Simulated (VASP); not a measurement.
AlN: single point with PBE

The system is AlN.

```
Al N
1.0
     0.00000   -2.20157   -2.20157
    -2.20157    0.00000   -2.20157
     2.20157    2.20157   -4.40314
Al N
2 2
Cartesian
  -0.1595 0.0358 -0.1237
  0.1595 -0.0358 -4.2794
  0.9579 1.1328 -5.6148
  -0.9579 -1.1328 -5.3931
```

This cell differs from its parent crystal: mode 4 frozen in at -0.205 Å and mode 10 at +0.000 Å (largest displacements).

```
Program             : VASP 6.6.1
Task                : single point
Functional          : PBE
Potentials or basis : VASP PAW PBE potentials, release 64 (Al, N)
Cutoff              : 520 eV
k mesh              : 6 × 6 × 6
Occupations         : gaussian, width 0.05 eV
Spin                : no spin polarisation
```

The pressure is -1.4 GPa and the largest force is 1.053 eV/Å. The band gap on the k mesh is 3.07 eV, indirect (least direct gap 3.55 eV).

Forces on the atoms (eV/Å):
```
Al   0.899 -0.046  0.487
Al  -0.635  0.344 -0.767
N    0.251 -0.244  0.449
N   -0.514 -0.054 -0.170
```

Stress tensor (GPa, compression positive):
```
-4.35  0.48 -0.56
 0.48  1.90 -0.45
-0.56 -0.45 -1.83
```

Levels at points of the mesh, in eV from the valence-band top:
| k point | band 4 | band 5 | band 6 | band 7 | band 8 | band 9 | band 10 | band 11 | band 12 | band 13 |
| --- | --- | --- | --- | --- | --- | --- | --- | --- | --- | --- |
| (0.00, 0.00, 0.00) | -0.77 | -0.70 | -0.30 | -0.24 | 0.00 | 3.55 | 6.75 | 9.15 | 10.67 | 10.77 |
| (0.50, 0.00, 0.00) | -4.89 | -2.63 | -2.44 | -1.34 | -1.33 | 5.42 | 5.46 | 8.69 | 9.11 | 11.36 |
| (0.00, 0.50, 0.00) | -4.74 | -2.82 | -1.91 | -1.45 | -1.36 | 5.23 | 5.51 | 8.58 | 10.16 | 10.91 |
| (0.50, 0.50, 0.50) | -4.77 | -2.78 | -2.11 | -1.38 | -1.35 | 5.32 | 5.49 | 8.49 | 9.84 | 10.94 |
| (0.50, 0.50, 0.00) | -5.09 | -2.03 | -1.93 | -0.79 | -0.66 | 3.13 | 6.71 | 8.00 | 9.41 | 10.16 |
| (0.00, 0.50, 0.50) | -5.10 | -2.01 | -1.95 | -0.76 | -0.72 | 3.17 | 6.83 | 7.85 | 9.54 | 10.16 |
| (0.50, 0.00, 0.50) | -5.08 | -2.03 | -1.92 | -0.86 | -0.52 | 3.07 | 6.51 | 8.24 | 9.28 | 10.35 |
| (0.00, 0.00, 0.50) | -3.41 | -0.68 | -0.68 | -0.31 | -0.28 | 5.79 | 5.81 | 10.20 | 10.27 | 11.17 |

Wall time 66 s on 1 thread of Intel(R) Xeon(R) Platinum 8488C (Sapphire Rapids) (shared host), peak memory 0.19 GiB.

Caveat: the cell differs from its parent crystal (mode 4 frozen in at -0.205 Å and mode 10 at +0.000 Å (largest displacements)); forces of over 1 eV/Å act on the atoms, so gaps and moduli don't describe the material at rest. A k mesh can miss the band edges.
